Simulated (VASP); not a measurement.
Wanted: the native input for a VASP 6.6.1 run.

| Property | Result |
| --- | --- |
| Task | single point |
| Functional | PBE |
| Dispersion | D4 |
| Potentials or basis | VASP PAW PBE potentials, release 64 (Be, C) |
| Cutoff | 600 eV |
| k mesh | 7 × 7 × 7 |
| Occupations | fermi-dirac, width 0.1 eV |
| Spin | no spin polarisation |
| Dipole correction | no |
| Further INCAR settings | ALGO = Normal; EDIFF = 1e-06; NBANDS = 11 |

The structure of Be2C lies in POSCAR:

```
Be2C
1.0
    0.0000000000      2.1640770000      2.1640770000
    2.1640770000      0.0000000000      2.1640770000
    2.1640770000      2.1640770000      0.0000000000
Be C
2 1
Direct
    0.2500000000      0.2500000000      0.2500000000
    0.7500000000      0.7500000000      0.7500000000
    0.0000000000      0.0000000000      0.0000000000
```

One way to write it, as run:

INCAR

```
SYSTEM = Be2C
PREC = Accurate
ENCUT = 600
EDIFF = 1E-6
ISMEAR = -1
SIGMA = 0.1
LREAL = .FALSE.
LASPH = .TRUE.
NELM = 120
ALGO = Normal
ISIF = 2
LWAVE = .FALSE.
LCHARG = .TRUE.
GGA = PE
IVDW = 13
LELF = .TRUE.
LVHAR = .TRUE.
NBANDS = 11
GGA_COMPAT = .FALSE.
```

KPOINTS

```
Automatic mesh
0
G
  7 7 7
  0 0 0
```

Potentials or basis: VASP PAW PBE potentials, release 64 (Be, C).

Launch:

```sh
$ cat potpaw_PBE.64/Be/POTCAR potpaw_PBE.64/C/POTCAR > POTCAR
$ mpirun -np 1 vasp_std > vasp.out
```

It gave:

The pressure is -3.4 GPa and the band gap on the k mesh is 1.39 eV, indirect (least direct gap 4.13 eV). The dispersion energy per atom is -0.162 eV.

Wall time 6.6 s on 1 thread of Intel(R) Xeon(R) Platinum 8375C CPU @ 2.90GHz (Ice Lake) (shared host), peak memory 0.13 GiB.
